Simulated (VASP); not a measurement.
# Pd in VASP: further runs, part 2 of 2

VASP 6.6.1. Earlier steps stand in the parts before.

## (3) Single point, LDA, non-collinear spin, zero start, spin-orbit coupling (the cell strained at random)

Contents of INCAR:

```
ALGO = Normal ; EDIFF = 1E-7
ENCUT = 520 ; GGA_COMPAT = False
ISIF = 2 ; ISMEAR = 0
LASPH = True ; LCHARG = False
LMAXMIX = 4 ; LNONCOLLINEAR = True
LORBIT = 11 ; LORBMOM = True
LREAL = False ; LSORBIT = True
LWAVE = False ; MAGMOM = 0 0 0
NBANDS = 21 ; NELM = 150
PREC = Accurate ; SIGMA = 0.05
```

Contents of KPOINTS:

```
k-points
0
Gamma
  9 9 9
```

Contents of POSCAR:

```
Pd
1.0
   -1.6157220000      1.6369980000      1.6341410000
    1.5617340000     -1.6050160000      1.5481710000
    1.5336930000      1.5229860000     -1.6021590000
Pd
1
Direct
    0.0185240000      0.0114920000      0.0157840000
```

Potentials or basis: VASP PAW LDA potentials, release 64 (Pd).

Started as:

```
$ cat potpaw_LDA.64/Pd/POTCAR > POTCAR
$ mpirun -np 1 vasp_ncl > vasp.out
```

Run time: 2.9 min. Hardware: 1 thread of Intel Xeon Platinum 8259CL at 2.50GHz (Skylake/Cascade Lake), shared host; peak memory 0.28 GiB.

The run converged. Its results:

| Property | Result |
| --- | --- |
| Free energy | -6.4110 eV |
| Pressure | -14.5 GPa |
| Net moment | 0.00 μB per cell |
| Valence electrons inside the program's atomic spheres | Pd 9.35 |

Stress tensor (GPa, compression positive):
```
-14.66   4.15   2.67
  4.15 -14.60  -1.04
  2.67  -1.04 -14.32
```

Moments on the atoms (μB; x, y, z):
```
Pd  0.00 0.00 0.00
```

Caveat: the cell differs from its parent crystal (the cell strained at random); the cell stands under tension.

## (4) Single point, PBEsol-based global hybrid with 25 % exact exchange

This run uses another cell than the first one, of 15.55 Å³/atom.

Contents of POSCAR:

```
Pd
1.0
   -1.5722810000      1.5722810000      1.5722810000
    1.5722810000     -1.5722810000      1.5722810000
    1.5722810000      1.5722810000     -1.5722810000
Pd
1
Direct
    0.0000000000      0.0000000000      0.0000000000
```

Contents of INCAR.step1:

```
SYSTEM = Pd
PREC = Accurate
ENCUT = 520
EDIFF = 1E-5
ISMEAR = -1
SIGMA = 0.05
LREAL = .False.
LASPH = .True.
NELM = 60
ALGO = Normal
ISIF = 2
LWAVE = .True.
LCHARG = .False.
NBANDS = 11
GGA = PE
```

Contents of INCAR.step2:

```
SYSTEM = Pd
PREC = Accurate
ENCUT = 520
EDIFF = 1E-6
ISMEAR = -1
SIGMA = 0.05
LREAL = .False.
LASPH = .True.
NELM = 60
ALGO = Normal
ISIF = 2
LWAVE = .False.
LCHARG = .False.
GGA = PS
LHFCALC = .True.
AEXX = 0.25
PRECFOCK = Normal
NBANDS = 11
ISTART = 1
```

Contents of KPOINTS:

```
Automatic mesh
0
Gamma
  6 6 6
  0 0 0
```

Potentials or basis: VASP PAW PBE potentials, release 64 (Pd).

Started as:

```
$ cat potpaw_PBE.64/Pd/POTCAR > POTCAR
$ cp INCAR.step1 INCAR
$ mpirun -np 1 vasp_std > vasp.out
$ cp INCAR.step2 INCAR
$ mpirun -np 1 vasp_std > vasp.out
```

Run time: 3.4 min. Hardware: 1 thread of Intel Xeon Platinum 8488C (Sapphire Rapids), shared host; peak memory 0.14 GiB.

The run converged. Its results:

| Property | Result |
| --- | --- |
| Free energy | -7.0278 eV |
| Pressure | -13.1 GPa |
| Band gap on the k mesh | zero (bands 5 and 6 overlap by 2.85 eV) |

Levels at points of the mesh, in eV from the Fermi level:
| k point | band 1 | band 2 | band 3 | band 4 | band 5 | band 6 | band 7 | band 8 | band 9 | band 10 |
| --- | --- | --- | --- | --- | --- | --- | --- | --- | --- | --- |
| (0.00, 0.00, 0.00) | -7.48 | -3.62 | -3.62 | -3.62 | -1.84 | -1.84 | 21.29 | 21.29 | 21.29 | 29.49 |
| (0.50, 0.00, 0.00) | -5.94 | -4.82 | -1.80 | -1.50 | 1.01 | 2.49 | 9.34 | 16.92 | 19.51 | 25.97 |
| (0.50, 0.50, 0.50) | -6.04 | -6.04 | 0.66 | 0.66 | 0.66 | 10.78 | 10.78 | 10.78 | 19.16 | 19.16 |

Caveat: the k points lie up to 0.47 Å⁻¹ apart, too coarse for converged energies and pressures of a metal; the PAW data sets were made with another functional, which shifts forces and pressure a little.

## (5) Single point, B3LYP

This run uses another cell than the first one, of 15.55 Å³/atom.

POSCAR is that of step 4.

Contents of INCAR.step1:

```
  PREC = Accurate
  ENCUT = 520
  EDIFF = 1E-5
  ISMEAR = -1
  SIGMA = 0.05
  LREAL = False
  LASPH = True
  NELM = 60
  ALGO = Normal
  ISIF = 2
  LWAVE = True
  GGA = PE
  NBANDS = 11
```

Contents of INCAR.step2:

```
  PREC = Accurate
  ENCUT = 520
  EDIFF = 1E-6
  ISMEAR = -1
  SIGMA = 0.05
  LREAL = False
  LASPH = True
  NELM = 60
  ALGO = Normal
  ISIF = 2
  LWAVE = False
  LCHARG = True
  GGA = B3
  LHFCALC = True
  AEXX = 0.2
  AGGAX = 0.72
  AGGAC = 0.81
  ALDAC = 0.19
  PRECFOCK = Normal
  LELF = True
  LVHAR = True
  ISTART = 1
  NBANDS = 11
```

Contents of KPOINTS:

```
Automatic mesh
0
Gamma
  6 6 6
```

Started as:

```
$ cat potpaw_PBE.64/Pd/POTCAR > POTCAR
$ cp INCAR.step1 INCAR
$ mpirun -np 1 vasp_std > vasp.out
$ cp INCAR.step2 INCAR
$ mpirun -np 1 vasp_std > vasp.out
```

Wall time 3.8 min (1 thread of Intel Xeon Platinum 8488C (Sapphire Rapids), shared host); peak memory 0.13 GiB.

The run converged. Its results:

```
Free energy            : -5.5540 eV
Pressure               : 2.8 GPa
Band gap on the k mesh : zero (bands 5 and 6 overlap by 2.58 eV)
```

Levels at points of the mesh, in eV from the Fermi level:
```tsv
k point	band 2	band 3	band 4	band 5	band 6	band 7	band 8	band 9
(0.00, 0.00, 0.00)	-3.39	-3.39	-3.39	-1.61	-1.61	21.26	21.26	21.26
(0.50, 0.00, 0.00)	-4.55	-1.60	-1.31	0.97	2.65	9.11	16.89	19.20
(0.50, 0.50, 0.50)	-5.69	0.62	0.62	0.62	10.68	10.68	10.68	18.84
```

Caveat: the k points lie up to 0.47 Å⁻¹ apart, too coarse for converged energies and pressures of a metal; the PAW data sets were made with another functional, which shifts forces and pressure a little.

## (6) Single point, PBE-based screened hybrid with 25 % exact exchange

This run uses another cell than the first one, of 15.55 Å³/atom.

POSCAR is that of step 5.

Contents of INCAR.step1:

```
SYSTEM = Pd
  PREC = Accurate
  ENCUT = 520
  EDIFF = 1E-5
  ISMEAR = -1
  SIGMA = 0.05
  LREAL = .False.
  LASPH = .True.
  NELM = 80
  ALGO = Normal
  ISIF = 2
  LWAVE = .True.
  NBANDS = 11
  GGA = PE
```

Contents of INCAR.step2:

```
SYSTEM = Pd
  PREC = Accurate
  ENCUT = 520
  EDIFF = 1E-6
  ISMEAR = -1
  SIGMA = 0.05
  LREAL = .False.
  LASPH = .True.
  NELM = 80
  ALGO = Normal
  ISIF = 2
  LWAVE = .False.
  LCHARG = .True.
  GGA = PE
  LHFCALC = .True.
  AEXX = 0.25
  HFSCREEN = 0.3
  PRECFOCK = Normal
  LELF = .True.
  LVHAR = .True.
  NBANDS = 11
  ISTART = 1
```

Contents of KPOINTS:

```
regular mesh
0
Gamma
  6 6 6
  0 0 0
```

Potentials or basis: VASP PAW PBE potentials, release 64 (Pd).

Started as:

```
$ cat potpaw_PBE.64/Pd/POTCAR > POTCAR
$ cp INCAR.step1 INCAR
$ mpirun -np 1 vasp_std > vasp.out
$ cp INCAR.step2 INCAR
$ mpirun -np 1 vasp_std > vasp.out
```

OUTCAR:

```text
SYSTEM = Pd
   PREC = Accurate
   ENCUT = 520
   EDIFF = 1E-6
   ISMEAR = -1
   LREAL = .False.
   LASPH = .True.
   NELM = 80
   ISIF = 2
   GGA = PE
   LHFCALC = .True.
   AEXX = 0.25
   HFSCREEN = 0.3
   PRECFOCK = Normal
   ISTART = 1

 ion  position               nearest neighbor table
   1  0.000  0.000  0.000-

  LATTYP: Found a body centered cubic cell.
 ALAT       =     3.1445620000

[... 401 lines left out ...]
      7      18.4934      0.00000
      8      18.4934      0.00000
      9      26.7717      0.00000
     10      26.7717      0.00000
     11      26.9739      0.00000

------------------------ aborting loop because EDIFF is reached ----------------------------------------

  FORCE on cell =-STRESS in cart. coord.  units (eV):
  Direction    XX          YY          ZZ          XY          YZ          ZX
  --------------------------------------------------------------------------------------
  -------------------------------------------------------------------------------------
  Total       -0.5638633     -0.5638633     -0.5638633      0.0000000      0.0000000      0.0000000
  in kB      -58.1077313    -58.1077313    -58.1077313      0.0000000      0.0000000      0.0000000
  external PRESSURE =     -58.1077313 kB  Pullay stress =       0.0000000 kB

 VOLUME and BASIS-vectors are now :
 -----------------------------------------------------------------------------
  energy-cutoff  :      520.00
  volume of cell :       15.55
      direct lattice vectors                 reciprocal lattice vectors
    -1.572281000  1.572281000  1.572281000     0.000000000  0.318009313  0.318009313
     1.572281000 -1.572281000  1.572281000     0.318009313  0.000000000  0.318009313
     1.572281000  1.572281000 -1.572281000     0.318009313  0.318009313  0.000000000

 POSITION                                       TOTAL-FORCE (eV/Angst)
 -----------------------------------------------------------------------------------
      0.00000      0.00000      0.00000         0.000000     -0.000000      0.000000
 -----------------------------------------------------------------------------------
    total drift:                               -0.000024     -0.000104      0.000002

  FREE ENERGIE OF THE ION-ELECTRON SYSTEM (eV)
  ---------------------------------------------------
  free  energy   TOTEN  =        -5.8010132861 eV

  energy  without entropy=       -5.7892982397  energy(sigma->0) =       -5.79515576
```

It took 3.7 min on 1 thread of Intel Xeon Platinum 8488C (Sapphire Rapids), shared host; peak memory 0.22 GiB.

Results:

| Quantity | Value |
| --- | --- |
| Free energy | -5.8010 eV |
| Pressure | -5.8 GPa |
| Band gap on the k mesh | zero (bands 5 and 6 overlap by 2.00 eV) |

Caveat: the k points lie up to 0.47 Å⁻¹ apart, too coarse for converged energies and pressures of a metal; the PAW data sets were made with another functional, which shifts forces and pressure a little.

## (7) The runs side by side

```tsv
level	potentials or basis	spin	cell	k mesh	smearing	grid for exact exchange (PRECFOCK)	share of exact exchange	screening parameter	gap on the mesh (eV)	pressure (GPa)
PBE0	VASP PAW PBE potentials, release 64 (Pd)	off	a = 2.777 Å, angles 109.5°, 1 atom	8 × 8 × 8	fermi-dirac 0.05 eV	Normal	0.25	-	none	-11.2
LDA	VASP PAW LDA potentials, release 64 (Pd)	non-collinear, zero start, SOC	a = 2.821, b = 2.722, c = 2.690 Å, angles 110.2, 110.1, 109.9°, 1 atom	9 × 9 × 9	gaussian 0.05 eV	-	-	-	-	-14.5
PBEsol-based global hybrid with 25 % exact exchange	VASP PAW PBE potentials, release 64 (Pd)	off	a = 2.723 Å, angles 109.5°, 1 atom	6 × 6 × 6	fermi-dirac 0.05 eV	Normal	0.25	-	none	-13.1
B3LYP	VASP PAW PBE potentials, release 64 (Pd)	off	a = 2.723 Å, angles 109.5°, 1 atom	6 × 6 × 6	fermi-dirac 0.05 eV	Normal	0.2	-	none	2.8
PBE-based screened hybrid with 25 % exact exchange	VASP PAW PBE potentials, release 64 (Pd)	off	a = 2.723 Å, angles 109.5°, 1 atom	6 × 6 × 6	fermi-dirac 0.05 eV	Normal	0.25	0.3 1/Å	none	-5.8
```

Alike in all rows: task single point; cutoff (eV) 520.

Caveats: some runs use coarse meshes; the PAW data sets were made with another functional, which shifts forces and pressure a little (at least some runs); the cell stands under tension (at least some runs).

Absolute energies hang on the potentials; compare differences alone.
